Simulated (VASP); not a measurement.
# Sn8O16F (a cell with a defect) (F interstitial hop between voids) in VASP: notebook

The runs below take Sn8O16F (a cell with a defect) (F interstitial hop between voids) through single point, with r2SCAN, PBE, LDA.

Everything below comes from runs of VASP 6.6.1. Logs are shortened: lines on timing, memory, paths and dates and some standing lists are left out, and cuts for length are marked.

## Step 1: The cell of the first run

The cell holds a defect, 25 atoms: a = 6.827 Å, b = 6.827 Å, c = 6.476 Å, α = 90.00°, β = 90.00°, γ = 90.00°.

## Step 2: Single point, r2SCAN

POSCAR

```
Sn8O16F
1.0
    4.8274600300      4.8274600300      0.0000000000
   -4.8274600300      4.8274600300      0.0000000000
    0.0000000000      0.0000000000      6.4759066800
Sn O F
8 16 1
Direct
    0.0024824700      0.5083800800      0.2482828500
    0.5075679300     -0.0131942900      0.2483038800
    0.0210564400      0.0142614500     -0.0000541400
    0.4892258700      0.4877281300      0.0000526400
    0.0020552500      0.5077043000      0.7527446000
    0.5073296500     -0.0128482800      0.7531613800
   -0.0012617600      0.0055415500      0.5002071500
    0.5096456900      0.4887217200      0.5002503300
   -0.0008434500      0.8174392000      0.2527710800
    0.5177054000      0.2958232000      0.2535888400
   -0.0203819100      0.2009285400      0.2591443600
    0.5117868400      0.6788821000      0.2545017900
    0.3252679300     -0.0777094900      0.0012790400
    0.8056423800      0.5002310800      0.0005768800
    0.1880692000      0.5733216800      0.0005276000
    0.7044204200     -0.0039064500      0.0006374400
   -0.0007291700      0.8169334500      0.7477709800
    0.5186442500      0.2960718400      0.7465613400
   -0.0255167700      0.2005901500      0.7403915700
    0.5120974700      0.6789698100      0.7461395500
    0.3090272400     -0.0002527600      0.5009366100
    0.8145565200      0.5136460000      0.5002119900
    0.1997996400      0.4967371700      0.5006906200
    0.6924674600     -0.0155594800      0.5002800500
    0.2374234000      0.2446653100     -0.0047082300
```

INCAR.step1

```
PREC = Accurate ; ENCUT = 520
ISMEAR = -1 ; SIGMA = 0.01
LREAL = Auto ; LASPH = True
NELM = 60 ; NELECT = 216.0
NBANDS = 126 ; GGA = PE
ALGO = Normal ; EDIFF = 1E-4
LWAVE = True ; LCHARG = False
```

INCAR.step2

```
PREC = Accurate ; ENCUT = 520
EDIFF = 1E-6 ; ISMEAR = -1
SIGMA = 0.01 ; LREAL = Auto
LASPH = True ; NELM = 60
ALGO = Normal ; ISIF = 2
LWAVE = False ; LCHARG = False
METAGGA = R2SCAN ; LMIXTAU = True
NELECT = 216.0 ; NBANDS = 126
ISTART = 1
```

KPOINTS

```
Automatic mesh
0
Gamma
  1 1 1
  0.25 0.25 0.25
```

Potentials or basis: VASP PAW PBE potentials, release 64 (Sn_d, O, F).

Command:

```sh
$ cat potpaw_PBE.64/Sn_d/POTCAR potpaw_PBE.64/O/POTCAR potpaw_PBE.64/F/POTCAR > POTCAR
$ cp INCAR.step1 INCAR
$ mpirun -np 1 vasp_std > vasp.out
$ cp INCAR.step2 INCAR
$ mpirun -np 1 vasp_std > vasp.out
```

OUTCAR:

```text
PREC = Accurate
   ENCUT = 520
   EDIFF = 1E-6
   ISMEAR = -1
   LREAL = Auto
   LASPH = True
   NELM = 60
   ISIF = 2
   METAGGA = R2SCAN
   NELECT = 216.0
   ISTART = 1

 ion  position               nearest neighbor table
   1  0.002  0.508  0.248-  22 2.08  15 2.09  14 2.09  11 2.11   9 2.11  23 2.12   5 3.21   5 3.27
                             4 3.69   3 3.74   8 3.74
   2  0.508  0.987  0.248-  24 2.06  13 2.07  16 2.09  12 2.10  10 2.11  21 2.13   6 3.21   6 3.27
                             3 3.70   7 3.73
   3  0.021  0.014  1.000-  17 2.12   9 2.12  11 2.13  19 2.13  25 2.16  16 2.17  13 2.17   7 3.24
                             7 3.24   6 3.69   2 3.70   5 3.73   1 3.74
   4  0.489  0.488  0.000-  20 2.11  12 2.11  18 2.11  10 2.11  15 2.14  14 2.16  25 2.39   8 3.24
                             8 3.24   5 3.69   1 3.69
   5  0.002  0.508  0.753-  22 2.08  14 2.09  15 2.09  19 2.11  17 2.11  23 2.12   1 3.21   1 3.27
                             4 3.69   3 3.73   8 3.74
   6  0.507  0.987  0.753-  24 2.07  13 2.08  16 2.09  20 2.10  18 2.11  21 2.12   2 3.21   2 3.27
                             3 3.69   7 3.74
   7  0.999  0.006  0.500-   9 2.05  19 2.05  17 2.06  11 2.06  24 2.10  21 2.12   3 3.24   3 3.24
                             2 3.73   6 3.74
   8  0.510  0.489  0.500-  12 2.05  20 2.05  18 2.07  10 2.07  22 2.09  23 2.12   4 3.24   4 3.24
                             5 3.74   1 3.74
   9  0.999  0.817  0.253-   7 2.05   1 2.11   3 2.12
  10  0.518  0.296  0.254-   8 2.07   4 2.11   2 2.11
  11  0.980  0.201  0.259-   7 2.06   1 2.11   3 2.13
  12  0.512  0.679  0.255-   8 2.05   2 2.10   4 2.11
  13  0.325  0.922  0.001-   2 2.07   6 2.08   3 2.17
  14  0.806  0.500  0.001-   5 2.09   1 2.09   4 2.16
[... 8 lines left out ...]
  23  0.200  0.497  0.501-   8 2.12   5 2.12   1 2.12
  24  0.692  0.984  0.500-   2 2.06   6 2.07   7 2.10
  25  0.237  0.245  0.995-   3 2.16   4 2.39

  LATTYP: Found a simple tetragonal cell.
 ALAT       =     6.8270594462
 C/A-ratio  =     0.9485645659

  Lattice vectors:

 A1 = (   4.8274600300,   4.8274600300,   0.0000000000)
 A2 = (  -4.8274600300,   4.8274600300,   0.0000000000)
 A3 = (   0.0000000000,   0.0000000000,   6.4759066800)

Analysis of symmetry for initial positions (statically):
=====================================================================
 Subroutine PRICEL returns:
 Original cell was already a primitive cell.

 Routine SETGRP: Setting up the symmetry group for a
 simple tetragonal supercell.

 Subroutine GETGRP returns: Found  1 space group operations
[... 147 lines left out ...]
   NFREE  =      0    steps in history (QN), initial steepest desc. (CG)
   ISIF   =      2    stress and relaxation
   ISYM   =      2    0-nonsym 1-usesym 2-fastsym
   POTIM  = 0.5000    time-step for ionic-motion
   TEBEG  =    0.0;   TEEND  =   0.0 temperature during run
   PSTRESS=    0.0 pullay stress
   NELECT =     216.0000    total number of electrons
   NUPDOWN=      -1.0000    fix difference up-down
   EMIN   =  10.00;   EMAX   =-10.00  energy-range for DOS
   EFERMI =   0.00;   METHOD = LEGACY
   ISMEAR =    -1;   SIGMA  =   0.01  broadening in eV -4-tet -1-fermi 0-gaus
   EFERMI_NEDOS =   21; number of points for ismear=-14 and -15
   IALGO  =     38    algorithm
   IMIX   =      4    mixing-type and parameters
     AMIX     =   0.40;   BMIX     =  1.00
     AMIX_MAG =   1.60;   BMIX_MAG =  1.00
  volume/ion in A,a.u.               =      12.07        81.48
  Fermi-wavevector in a.u.,A,eV,Ry     =   1.464323  2.767168 29.174165  2.144241
  Thomas-Fermi vector in A             =   2.580312
   LORBIT       =      0    0 simple, 1 ext, 2 COOP (PROOUT), +10 PAW based schemes
   METAGGA = R2SCAN    functional components
   LHFCALC =     F    Hartree Fock is set to
   AEXX    =    0.0000 exact exchange contribution
   IVDW    =     0    specifies the selected vdW correction
   LEPSILON=     F    determine dielectric tensor
   LRPA    =     F    only Hartree local field effects (RPA)
 non-spin polarized calculation
  energy-cutoff  :      520.00
  volume of cell :      301.83
 maximum number of plane-waves:      8114
 NGX is ok and might be reduce to    50
   NGX = 25   NGY = 25   NGZ = 25

 number of electron     216.0000008 magnetization

 Free energy of the ion-electron system (eV)
  ---------------------------------------------------
  ext. energy  EPLUGINS =         0.00000000
  ---------------------------------------------------
  free energy    TOTEN  =      -334.17066722 eV

  energy without entropy =     -334.17066722  energy(sigma->0) =     -334.17066722

 E-fermi :   6.1424     XC(G=0): -11.9773

 val. band max:        5.8292211288   @ k =  -0.2500   0.2500   0.2500
 cond. band min:       8.5070728380   @ k =  -0.2500   0.2500   0.2500
 fundamental gap:      2.6778517092
 Fermi energy:         6.1423715984

 k-point     1 :       0.2500    0.2500    0.2500
  band No.  band energies     occupation
      1     -17.3600      2.00000
      2     -16.2638      2.00000
      3     -16.2498      2.00000
      4     -16.2042      2.00000
      5     -16.1714      2.00000
      6     -16.1572      2.00000
[... 481 lines left out ...]
    119      13.5361      0.00000
    120      13.8538      0.00000
 [bands above 120 left out]

------------------------ aborting loop because EDIFF is reached ----------------------------------------

  FORCE on cell =-STRESS in cart. coord.  units (eV):
  Direction    XX          YY          ZZ          XY          YZ          ZX
  --------------------------------------------------------------------------------------
  -------------------------------------------------------------------------------------
  Total        7.7415883      2.2785058      1.7714745     -2.5970429      0.0283504      0.0103791
  in kB       41.0934591     12.0946350      9.4032401    -13.7854756      0.1504882      0.0550938
  external PRESSURE =      20.8637781 kB  Pullay stress =       0.0000000 kB

 VOLUME and BASIS-vectors are now :
 -----------------------------------------------------------------------------
  energy-cutoff  :      520.00
  volume of cell :      301.83
      direct lattice vectors                 reciprocal lattice vectors
     4.827460030  4.827460030  0.000000000     0.103574136  0.103574136  0.000000000
    -4.827460030  4.827460030  0.000000000    -0.103574136  0.103574136  0.000000000
     0.000000000  0.000000000  6.475906680     0.000000000  0.000000000  0.154418532

 POSITION                                       TOTAL-FORCE (eV/Angst)
 -----------------------------------------------------------------------------------
     -2.44220      2.46617      1.60786        -0.114027      0.020476     -0.060876
     -2.31350      7.21403      1.60799         0.100952     -0.048371     -0.047845
      0.03280      0.17050      6.47556         0.018568     -0.047722     -0.010014
      0.00723      4.71621      0.00034        -0.063232      0.043390      0.012194
     -2.44100      2.46084      4.87470        -0.093849      0.025148      0.058946
     -2.31632      7.21455      4.87740         0.115031     -0.033405      0.049692
[... 17 lines left out ...]
     -1.40949      8.09521      3.23977        -0.074054     -0.004550      0.007296
     -0.03496      2.32726      6.44542         0.026477     -0.050215     -0.010839
 -----------------------------------------------------------------------------------
    total drift:                                0.018814     -0.011525     -0.008385

  FREE ENERGIE OF THE ION-ELECTRON SYSTEM (eV)
  ---------------------------------------------------
  free  energy   TOTEN  =      -334.1706672248 eV

  energy  without entropy=     -334.1706672248  energy(sigma->0) =     -334.17066722
```

OUTCAR.step1:

```text
PREC = Accurate
   ENCUT = 520
   ISMEAR = -1
   LREAL = Auto
   LASPH = True
[... 774 lines left out ...]
     -2.44100      2.46084      4.87470        -0.005832      0.012348      0.038733
     -2.31632      7.21455      4.87740         0.022867     -0.010411      0.030890
[... 17 lines left out ...]
     -1.40949      8.09521      3.23977        -0.008512      0.001421      0.009978
     -0.03496      2.32726      6.44542         0.017345      0.044629     -0.012949
 -----------------------------------------------------------------------------------
    total drift:                                0.004236      0.003796     -0.007688

  FREE ENERGIE OF THE ION-ELECTRON SYSTEM (eV)
  ---------------------------------------------------
  free  energy   TOTEN  =      -143.4938714553 eV

  energy  without entropy=     -143.4938714553  energy(sigma->0) =     -143.49387146
```

Run time: 6.8 min. Hardware: 1 thread of Intel Xeon 6975P-C (Granite Rapids), shared host; peak memory 0.43 GiB.

Results:

* Free energy: -334.1707 eV
* Largest force: 0.326 eV/Å

Forces in eV/Å, atoms in the order of the input:
```
Sn  -0.114  0.020 -0.061
Sn   0.101 -0.048 -0.048
Sn   0.019 -0.048 -0.010
Sn  -0.063  0.043  0.012
Sn  -0.094  0.025  0.059
Sn   0.115 -0.033  0.050
Sn  -0.046 -0.043  0.002
Sn  -0.012  0.064 -0.017
O    0.001  0.007  0.027
O   -0.100 -0.056 -0.004
O    0.084  0.058  0.012
O    0.023 -0.039  0.025
O   -0.219  0.235 -0.017
O    0.031  0.013  0.011
O    0.242 -0.218  0.020
O   -0.031 -0.006  0.005
O   -0.014  0.033 -0.022
O   -0.058 -0.017 -0.024
O    0.121  0.093  0.008
O   -0.012 -0.020 -0.012
O   -0.001 -0.017 -0.002
O    0.089  0.000 -0.012
O   -0.017  0.008  0.004
O   -0.074 -0.005  0.007
F    0.026 -0.050 -0.011
```

Levels at points of the mesh, in eV from the Fermi level:
```tsv
k point	band 106	band 107	band 108	band 109	band 110	band 111
(0.25, 0.25, 0.25)	-1.28	-1.02	-0.34	2.41	3.99	4.13
```

Caveat: the k points lie up to 0.97 Å⁻¹ apart; the cell carries a net charge on a neutralising background, which shifts energy and pressure; the cell is charged against a uniform background, so pressure and absolute levels hang on convention; the PAW data sets were made with another functional, which shifts forces and pressure a little; spin-orbit coupling is left out, which moves the levels of the heavy elements.

(Part 1 of 2 ends here.)
